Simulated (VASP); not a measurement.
A run of VASP 6.6.1 is set up as follows.

File INCAR:

```
ALGO = Normal
EDIFF = 1E-6
ENCUT = 520
ISIF = 2
ISMEAR = -1
ISPIN = 2
LASPH = T
LCHARG = F
LMAXMIX = 4
LORBIT = 11
LREAL = F
LWAVE = F
MAGMOM = 0.5
NBANDS = 15
NELM = 150
PREC = Accurate
SIGMA = 0.05
```

File KPOINTS:

```
k-points
0
Gamma
  23 23 23
```

Contents of POSCAR:

```
Pd
1.0
    0.0000000000      1.9202770907      1.9202770907
    1.9202770907      0.0000000000      1.9202770907
    1.9202770907      1.9202770907      0.0000000000
Pd
1
Direct
    0.0000000000      0.0000000000      0.0000000000
```

Potentials or basis: VASP PAW LDA potentials, release 64 (Pd).

Command:

```bash
$ cat potpaw_LDA.64/Pd/POTCAR > POTCAR
$ mpirun -np 1 vasp_std > vasp.out
```

Task: Predict the band gap on the k mesh.

Result: Zero (filled and empty bands overlap).

Task: Estimate the net moment.

Result: 0.00 μB per cell.

Task: Predict the pressure.

Result: 0.0 GPa.
